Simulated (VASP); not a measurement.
Wanted: the native input for a VASP 6.6.1 run.

| Property | Result |
| --- | --- |
| Task | single point |
| Functional | PBEsol |
| Potentials or basis | VASP PAW PBE potentials, release 64 (Pt) |
| Cutoff | 520 eV |
| k mesh | 30 × 30 × 30 |
| Occupations | gaussian, width 0.15 eV |
| Spin | no spin polarisation |
| Dipole correction | no |
| Further INCAR settings | ALGO = Fast; EDIFF = 1e-06; NBANDS = 11 |

The structure of Pt lies in POSCAR:

```
Pt
1.0
   -1.3631966330      1.3631966330      2.0447949495
    1.3631966330     -1.3631966330      2.0447949495
    1.3631966330      1.3631966330     -2.0447949495
Pt
1
Direct
    0.0000000000      0.0000000000      0.0000000000
```

This cell differs from its parent crystal: ratio of the length along z to the lengths across it x 1.5, volume and fractional coordinates fixed.

The input as run:

INCAR

```
ALGO     = Fast           # electronic algorithm
EDIFF    = 1E-6           # SCF threshold, eV
ENCUT    = 520            # plane-wave cutoff, eV
GGA      = PS             # functional
ISIF     = 2              # what is computed and relaxed
ISMEAR   = 0              # smearing method
LASPH    = True           # aspherical terms in the spheres
LCHARG   = False          # write CHGCAR
LREAL    = False          # projectors in reciprocal space
LWAVE    = False          # write WAVECAR
NBANDS   = 11             # bands
NELM     = 80             # most SCF steps
PREC     = Accurate       # precision mode
SIGMA    = 0.15           # smearing width, eV
```

KPOINTS

```
k-points
0
Gamma
  30 30 30
```

Potentials or basis: VASP PAW PBE potentials, release 64 (Pt).

Command:

```sh
$ cat potpaw_PBE.64/Pt/POTCAR > POTCAR
$ mpirun -np 1 vasp_std > vasp.out
```

It gave:

- Pressure: -2.9 GPa
- Band gap on the k mesh: zero (bands 5 and 6 overlap by 2.53 eV)

Caveat: the stress differs along the axes, from -8 to -1 GPa; the PAW data sets were made with another functional, which shifts forces and pressure a little; spin-orbit coupling is left out, which moves the levels of the heavy elements.

Wall time 120 s on 1 thread of Intel(R) Xeon(R) 6975P-C (Granite Rapids), on a shared host, peak memory 0.44 GiB.
